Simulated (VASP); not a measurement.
# Al in VASP: a series of runs

Al is run at these levels: PBE; tasks: single point.

Program: VASP 6.6.1. These are calculated values, not measurements. Logs are shortened: lines on timing, memory, paths and dates and some standing lists are left out, and cuts for length are marked.

**1. The cell of the first run**

The typed cell holds 2 atoms: a = 2.862 Å, b = 2.862 Å, c = 4.958 Å, α = 73.22°, β = 73.22°, γ = 60.00°.

**2. Single point, PBE (atoms displaced along a vibrational mode)**

INCAR

```
SYSTEM = Al
PREC = Accurate
ENCUT = 520
EDIFF = 1E-7
ISMEAR = 0
SIGMA = 0.15
LREAL = .FALSE.
LASPH = .TRUE.
NELM = 80
ALGO = Fast
ISIF = 2
LWAVE = .FALSE.
LCHARG = .FALSE.
GGA = PE
NBANDS = 10
```

KPOINTS

```
Automatic mesh
0
G
  18 18 20
  0 0 0
```

POSCAR

```
Al
1.0
    0.0000000000     -2.0239800000     -2.0239800000
   -2.0239800000      0.0000000000     -2.0239800000
    2.0239800000      2.0239800000     -4.0479600000
Al
2
Direct
    0.4786261652      0.4786261652      0.5641823552
    0.0213738348      0.0213738348     -0.0641823552
```

Potentials or basis: VASP PAW PBE potentials, release 64 (Al).

Started as:

```
$ cat potpaw_PBE.64/Al/POTCAR > POTCAR
$ mpirun -np 1 vasp_std > vasp.out
```

OUTCAR:

```text
SYSTEM = Al
   PREC = Accurate
   ENCUT = 520
   EDIFF = 1E-7
   ISMEAR = 0
   LREAL = .FALSE.
   LASPH = .TRUE.
   NELM = 80
   ISIF = 2
   GGA = PE

 ion  position               nearest neighbor table
   1  0.479  0.479  0.564-   2 2.40   2 2.40   2 2.40
   2  0.021  0.021  0.936-   1 2.40   1 2.40   1 2.40

  LATTYP: Found a trigonal (rhomboedric) cell.
 ALAT       =     4.9577182496
 COS(alpha) =     0.8333333333

  Lattice vectors:

 A1 = (   2.0239800000,   4.0479600000,  -2.0239800000)
 A2 = (   4.0479600000,   2.0239800000,  -2.0239800000)
 A3 = (   2.0239800000,   2.0239800000,  -4.0479600000)

Analysis of symmetry for initial positions (statically):
=====================================================================
 Subroutine PRICEL returns:
 Original cell was already a primitive cell.

 Routine SETGRP: Setting up the symmetry group for a
 trigonal (rhombohedral) supercell.

 Subroutine GETGRP returns: Found  4 space group operations
 (whereof  2 operations were pure point group operations)
 out of a pool of 12 trial point group operations.

The static configuration has the point symmetry C_1h.
 The point group associated with its full space group is C_2h.

Analysis of symmetry for dynamics (positions and initial velocities):
=====================================================================
 Subroutine PRICEL returns:
 Original cell was already a primitive cell.

 Routine SETGRP: Setting up the symmetry group for a
 trigonal (rhombohedral) supercell.

 Subroutine GETGRP returns: Found  4 space group operations
 (whereof  2 operations were pure point group operations)
 out of a pool of 12 trial point group operations.

The dynamic configuration has the point symmetry C_1h.
 The point group associated with its full space group is C_2h.

 Subroutine INISYM returns: Found  4 space group operations
 (whereof  2 operations are pure point group operations),
 and found     1 'primitive' translations

----------------------------------------------------------------------------------------

                                     Primitive cell

  volume of cell :      33.1649

  direct lattice vectors                    reciprocal lattice vectors
     0.000000000 -2.023980000 -2.023980000     0.123519007 -0.370557021 -0.123519007
    -2.023980000  0.000000000 -2.023980000    -0.370557021  0.123519007 -0.123519007
     2.023980000  2.023980000 -4.047960000     0.123519007  0.123519007 -0.123519007

  length of vectors
     2.862339966  2.862339966  4.957718250     0.409666201  0.409666201  0.213941196

  position of ions in fractional coordinates (direct lattice)
     0.478626165  0.478626165  0.564182355
     0.021373835  0.021373835  0.935817645

  ion indices of the primitive-cell ions
   primitive index   ion index
                 1           1
                 2           2

----------------------------------------------------------------------------------------

 KPOINTS: Automatic mesh

Automatic generation of k-mesh.
 Grid dimensions read from file:
 generate k-points for:   18   18   20

 Generating k-lattice:

  Cartesian coordinates                     Fractional coordinates (reciprocal lattice)
     0.006862167 -0.020586501 -0.006862167     0.055555556  0.000000000 -0.000000000
    -0.020586501  0.006862167 -0.006862167     0.000000000  0.055555556 -0.000000000
     0.006175950  0.006175950 -0.006175950     0.000000000  0.000000000  0.050000000

  Length of vectors
     0.022759233  0.022759233  0.010697060

  Shift w.r.t. Gamma in fractional coordinates (k-lattice)
     0.000000000  0.000000000  0.000000000

 -----------------------------------------------------------------------------
|                                                                             |
|           W    W    AA    RRRRR   N    N  II  N    N   GGGG   !!!           |
|           W    W   A  A   R    R  NN   N  II  NN   N  G    G  !!!           |
|           W    W  A    A  R    R  N N  N  II  N N  N  G       !!!           |
|           W WW W  AAAAAA  RRRRR   N  N N  II  N  N N  G  GGG   !            |
|           WW  WW  A    A  R   R   N   NN  II  N   NN  G    G                |
|           W    W  A    A  R    R  N    N  II  N    N   GGGG   !!!           |
|                                                                             |
|     Your reciprocal lattice and k-lattice belong to different lattice       |
|     classes:                                                                |
|                                                                             |
|        The reciprocal lattice is rhombohedral (trigonal),                   |
|        whereas your k-lattice is base-centered monoclinic.                  |
|                                                                             |
|     Results are often still useful ...                                      |
|                                                                             |
 -----------------------------------------------------------------------------

 WARNING: IBZKPT: internal override: KBLOWUP is changed to .FALSE.
      ... skipping the blow-up phase ...

 Subroutine IBZKPT returns following result:
 ===========================================

 Found   1721 irreducible k-points:

 Following reciprocal coordinates:
            Coordinates               Weight
  0.000000  0.000000  0.000000      1.000000
  0.055556  0.000000 -0.000000      4.000000
  0.111111  0.000000 -0.000000      4.000000
  0.166667  0.000000 -0.000000      4.000000
  0.222222  0.000000  0.000000      4.000000
  0.277778  0.000000 -0.000000      4.000000
[... 16 lines left out ...]
 -0.277778  0.055556 -0.000000      4.000000
 -0.222222  0.055556  0.000000      4.000000
 [... further k-points ...]
   k-points           NKPTS =   1721   k-points in BZ     NKDIM =   1721   number of bands    NBANDS=     10
   number of dos      NEDOS =    301   number of ions     NIONS =      2
   total plane-waves  NPLWV =  23040
   dimension x,y,z NGX =    24 NGY =   24 NGZ =   40
   dimension x,y,z NGXF=    48 NGYF=   48 NGZF=   80
   ions per type =               2
   NGX,Y,Z   is equivalent  to a cutoff of  13.94, 13.94, 13.41 a.u.
   NGXF,Y,Z  is equivalent  to a cutoff of  27.88, 27.88, 26.83 a.u.
 SYSTEM =  Al
   PREC   = accura    normal or accurate (medium, high low for compatibility)
   ISTART =      0    job   : 0-new  1-cont  2-samecut
   ICHARG =      2    charge: 1-file 2-atom 10-const
   ISPIN  =      1    spin polarized calculation?
   LNONCOLLINEAR =      F non collinear calculations
   LSORBIT =      F    spin-orbit coupling
   LASPH  =      T    aspherical Exc in radial PAW
   ENCUT  =  520.0 eV  38.22 Ry    6.18 a.u.   5.32  5.32  9.22*2*pi/ulx,y,z
   NELM   =     80;   NELMIN=  2; NELMDL= -5     # of ELM steps
   EDIFF  = 0.1E-06   stopping-criterion for ELM
   LREAL  =      F    real-space projection
   EDIFFG = 0.1E-05   stopping-criterion for IOM
   NSW    =      0    number of steps for IOM
   IBRION =     -1    ionic relax: 0-MD 1-quasi-New 2-CG
   NFREE  =      0    steps in history (QN), initial steepest desc. (CG)
   ISIF   =      2    stress and relaxation
   ISYM   =      2    0-nonsym 1-usesym 2-fastsym
   POTIM  = 0.5000    time-step for ionic-motion
   TEBEG  =    0.0;   TEEND  =   0.0 temperature during run
   PSTRESS=    0.0 pullay stress
   NELECT =       6.0000    total number of electrons
   NUPDOWN=      -1.0000    fix difference up-down
   EMIN   =  10.00;   EMAX   =-10.00  energy-range for DOS
   EFERMI =   0.00;   METHOD = LEGACY
   ISMEAR =     0;   SIGMA  =   0.15  broadening in eV -4-tet -1-fermi 0-gaus
   EFERMI_NEDOS =   21; number of points for ismear=-14 and -15
   IALGO  =     68    algorithm
   IMIX   =      4    mixing-type and parameters
     AMIX     =   0.40;   BMIX     =  1.00
     AMIX_MAG =   1.60;   BMIX_MAG =  1.00
  volume/ion in A,a.u.               =      16.58       111.90
  Fermi-wavevector in a.u.,A,eV,Ry     =   0.925903  1.749704 11.664236  0.857297
  Thomas-Fermi vector in A             =   2.051808
   LORBIT       =      0    0 simple, 1 ext, 2 COOP (PROOUT), +10 PAW based schemes
   GGA     = PE    functional components
   LHFCALC =     F    Hartree Fock is set to
   AEXX    =    0.0000 exact exchange contribution
   IVDW    =     0    specifies the selected vdW correction
   LEPSILON=     F    determine dielectric tensor
   LRPA    =     F    only Hartree local field effects (RPA)
 non-spin polarized calculation
 RMM-DIIS sequential band-by-band and
 Gauss-broadening in eV      SIGMA  =   0.15
  energy-cutoff  :      520.00
  volume of cell :       33.16
 maximum number of plane-waves:       909
 NGX is ok and might be reduce to    24
   NGX = 11   NGY = 11   NGZ = 19

 number of electron       6.0000000 magnetization

 Free energy of the ion-electron system (eV)
  ---------------------------------------------------
  ext. energy  EPLUGINS =         0.00000000
  ---------------------------------------------------
  free energy    TOTEN  =        -6.42442576 eV

  energy without entropy =       -6.41608407  energy(sigma->0) =       -6.42025492

 E-fermi :   7.7844     XC(G=0): -10.0643

 val. band max:        7.7816701876   @ k =   0.4444   0.2222   0.4500
 cond. band min:       7.7849228310   @ k =  -0.3889   0.3333   0.2000
 fundamental gap:      0.0032526435
 Fermi energy:         7.7844172095

 k-point     1 :       0.0000    0.0000    0.0000
  band No.  band energies     occupation
      1      -3.7636      2.00000
      2       3.4526      2.00000
      3       3.9352      2.00000
      4      17.4711      0.00000
      5      17.4716      0.00000
      6      18.1682      0.00000
      7      18.1685      0.00000
      8      19.7716      0.00000
      9      20.8803      0.00000
     10      21.6992      0.00000

 k-point     2 :       0.0556    0.0000   -0.0000
  band No.  band energies     occupation
      1      -3.6883      2.00000
      2       3.4357      2.00000
      3       4.0970      2.00000
      4      16.1677      0.00000
      5      16.7364      0.00000
      6      18.1093      0.00000
      7      18.9833      0.00000
      8      19.8743      0.00000
      9      20.8028      0.00000
     10      21.1487      0.00000
[... 274 lines left out ...]
 k-point    24 :      -0.2222    0.0556    0.0000
  band No.  band energies     occupation
      1      -2.2110      2.00000
      2       4.4604      2.00000
      3       5.8463      2.00000
      4       9.5657      0.00000
      5      12.9132      0.00000
      6      13.8487      0.00000
      7      16.7964      0.00000
      8      17.1592      0.00000
      9      19.9707      0.00000
     10      21.0190      0.00000

 [... further k-points ...]

------------------------ aborting loop because EDIFF is reached ----------------------------------------

  FORCE on cell =-STRESS in cart. coord.  units (eV):
  Direction    XX          YY          ZZ          XY          YZ          ZX
  --------------------------------------------------------------------------------------
  -------------------------------------------------------------------------------------
  Total        3.0347240      3.0347240      3.0457444      0.7179466     -0.7270106     -0.7270106
  in kB      146.6057950    146.6057950    147.1381869     34.6835919    -35.1214717    -35.1214717
  external PRESSURE =     146.7832590 kB  Pullay stress =       0.0000000 kB

 VOLUME and BASIS-vectors are now :
 -----------------------------------------------------------------------------
  energy-cutoff  :      520.00
  volume of cell :       33.16
      direct lattice vectors                 reciprocal lattice vectors
     0.000000000 -2.023980000 -2.023980000     0.123519007 -0.370557021 -0.123519007
    -2.023980000  0.000000000 -2.023980000    -0.370557021  0.123519007 -0.123519007
     2.023980000  2.023980000 -4.047960000     0.123519007  0.123519007 -0.123519007

 POSITION                                       TOTAL-FORCE (eV/Angst)
 -----------------------------------------------------------------------------------
      0.17316      0.17316     -4.22125        -2.430720     -2.430720      2.431635
      1.85082      1.85082     -3.87467         2.430720      2.430720     -2.431635
 -----------------------------------------------------------------------------------
    total drift:                                0.000000      0.000000     -0.000000

  FREE ENERGIE OF THE ION-ELECTRON SYSTEM (eV)
  ---------------------------------------------------
  free  energy   TOTEN  =        -6.4244257636 eV

  energy  without entropy=       -6.4160840722  energy(sigma->0) =       -6.42025492
```

Run time: 5.3 min. Hardware: 1 thread of Intel Xeon Platinum 8488C (Sapphire Rapids), shared host; peak memory 0.54 GiB.

What came out:

```yaml
Free_energy: -6.4244 eV
Pressure: 14.7 GPa
Largest_force: 4.211 eV/Å
Band_gap_on_the_k_mesh: zero (bands 3 and 4 overlap by 5.49 eV)
```

Forces on the atoms (eV/Å):
```
Al  -2.431 -2.431  2.432
Al   2.431  2.431 -2.432
```

Caveat: the cell differs from its parent crystal (atoms displaced along a vibrational mode); the cell stands under pressure; forces of over 1 eV/Å act on the atoms, so gaps and moduli don't describe the material at rest.

**3. Single point, PBE (atoms displaced along a vibrational mode)**

INCAR

```
SYSTEM = Al
PREC     = Accurate       ! precision mode
ENCUT    = 520            ! plane-wave cutoff, eV
EDIFF    = 1E-7           ! SCF threshold, eV
ISMEAR   = 0              ! smearing method
SIGMA    = 0.15           ! smearing width, eV
LREAL    = .False.        ! projectors in reciprocal space
LASPH    = .True.         ! aspherical terms in the spheres
NELM     = 80             ! most SCF steps
ALGO     = Fast           ! electronic algorithm
ISIF     = 2              ! what is computed and relaxed
LWAVE    = .False.        ! write WAVECAR
LCHARG   = .False.        ! write CHGCAR
GGA      = PE             ! functional
NBANDS   = 10             ! bands
```

KPOINTS

```
regular mesh
0
Gamma
  18 18 20
  0 0 0
```

POSCAR

```
Al
1.0
    0.0000000000     -2.0239800000     -2.0239800000
   -2.0239800000      0.0000000000     -2.0239800000
    2.0239800000      2.0239800000     -4.0479600000
Al
2
Direct
    0.5160303761      0.5160303761      0.4518632336
   -0.0160303761     -0.0160303761      0.0481367664
```

Potentials or basis: VASP PAW PBE potentials, release 64 (Al).

Started as:

```
$ cat potpaw_PBE.64/Al/POTCAR > POTCAR
$ mpirun -np 1 vasp_std > vasp.out
```

Run time: 6.6 min. Hardware: 1 thread of Intel Xeon Platinum 8488C (Sapphire Rapids), shared host; peak memory 0.54 GiB.

It converged, with:

* Free energy: -6.9415 eV
* Pressure: 7.9 GPa
* Largest force: 2.741 eV/Å
* Band gap on the k mesh: zero (bands 3 and 4 overlap by 5.64 eV)

Forces in eV/Å, atoms in the order of the input:
```
Al   1.582  1.582 -1.583
Al  -1.582 -1.582  1.583
```

Stress tensor (GPa, compression positive):
```
 7.88  2.09 -2.09
 2.09  7.88 -2.09
-2.09 -2.09  7.84
```

Levels at points of the mesh, in eV from the Fermi level:
```
           k point  band 1  band 2  band 3  band 4  band 5  band 6
(0.00, 0.00, 0.00)  -11.38   -4.36   -4.16   10.24   10.24   10.78
(0.50, 0.00, 0.00)   -5.48   -5.31   -0.68   -0.17    3.50    3.97
(0.50, 0.50, 0.00)   -5.06   -5.05   -2.20   -1.21    5.07    5.08
(0.00, 0.00, 0.50)  -10.58   -8.23    3.01    4.00    9.96    9.96
(0.50, 0.00, 0.50)   -5.06   -5.05   -2.20   -1.21    5.07    5.08
(0.50, 0.50, 0.50)   -5.48   -5.31   -0.68   -0.17    3.50    3.97
```

Caveat: the cell differs from its parent crystal (atoms displaced along a vibrational mode); the cell stands under pressure; forces of over 1 eV/Å act on the atoms, so gaps and moduli don't describe the material at rest.

**4. Single point, PBE (atoms displaced along a vibrational mode)**

INCAR

```
PREC = Accurate
ENCUT = 520
EDIFF = 1E-6
ISMEAR = 0
SIGMA = 0.15
LREAL = F
LASPH = T
NELM = 60
ALGO = Fast
ISIF = 2
LWAVE = F
LCHARG = F
GGA = PE
NBANDS = 10
```

KPOINTS

```
Automatic mesh
0
Gamma
  18 18 20
```

POSCAR

```
Al
1.0
    0.0000000000     -2.0239800000     -2.0239800000
   -2.0239800000      0.0000000000     -2.0239800000
    2.0239800000      2.0239800000     -4.0479600000
Al
2
Direct
    0.4893130826      0.4893130826      0.5320911776
    0.0106869174      0.0106869174     -0.0320911776
```

Started as:

```
$ cat potpaw_PBE.64/Al/POTCAR > POTCAR
$ mpirun -np 1 vasp_std > vasp.out
```

Run time: 5 min. Hardware: 1 thread of Intel Xeon Platinum 8488C (Sapphire Rapids), shared host; peak memory 0.53 GiB.

It converged, with:

| Item | Value |
| --- | --- |
| Free energy | -7.2636 eV |
| Pressure | 3.1 GPa |
| Largest force | 1.614 eV/Å |
| Band gap on the k mesh | zero (bands 3 and 4 overlap by 5.60 eV) |

Forces in eV/Å, atoms in the order of the input:
```
Al  -0.932 -0.932  0.932
Al   0.932  0.932 -0.932
```

Stress tensor (GPa, compression positive):
```
 3.17  0.87 -0.85
 0.87  3.17 -0.85
-0.85 -0.85  3.08
```

Levels at points of the mesh, in eV from the Fermi level:
| k point | band 1 | band 2 | band 3 | band 4 | band 5 | band 6 | band 7 |
| --- | --- | --- | --- | --- | --- | --- | --- |
| (0.00, 0.00, 0.00) | -11.23 | -4.39 | -4.36 | 10.75 | 10.75 | 11.13 | 11.13 |
| (0.50, 0.00, 0.00) | -5.26 | -5.13 | -0.77 | -0.43 | 3.51 | 3.86 | 6.09 |
| (0.50, 0.50, 0.00) | -4.80 | -4.74 | -2.54 | -1.40 | 5.17 | 5.34 | 5.64 |
| (0.00, 0.00, 0.50) | -10.20 | -8.62 | 3.10 | 3.83 | 10.37 | 10.37 | 10.83 |
| (0.50, 0.00, 0.50) | -4.80 | -4.74 | -2.54 | -1.40 | 5.17 | 5.34 | 5.64 |
| (0.50, 0.50, 0.50) | -5.26 | -5.13 | -0.77 | -0.43 | 3.51 | 3.86 | 6.09 |

Caveat: the cell differs from its parent crystal (atoms displaced along a vibrational mode); the cell stands under pressure; forces of over 1 eV/Å act on the atoms, so gaps and moduli don't describe the material at rest.

**5. Overview**

```csv
cell,further INCAR settings,gap on the mesh (eV),pressure (GPa),largest force (eV/Å)
"as given, atomic positions A",ALGO = Fast; EDIFF = 1e-07; NBANDS = 10,none,14.7,4.21
"as given, atomic positions B",ALGO = Fast; EDIFF = 1e-07; NBANDS = 10,none,7.9,2.74
"as given, atomic positions C",ALGO = Fast; EDIFF = 1e-06; NBANDS = 10,none,3.1,1.61
```

Alike in all rows: task single point; level PBE; potentials or basis VASP PAW PBE potentials, release 64 (Al); no spin polarisation; k mesh 18 × 18 × 20; cutoff (eV) 520; smearing gaussian 0.15 eV.

Caveats: the cell stands under pressure; forces of over 1 eV/Å act on the atoms, so gaps and moduli don't describe the material at rest.

Absolute energies hang on the potentials; compare differences alone.
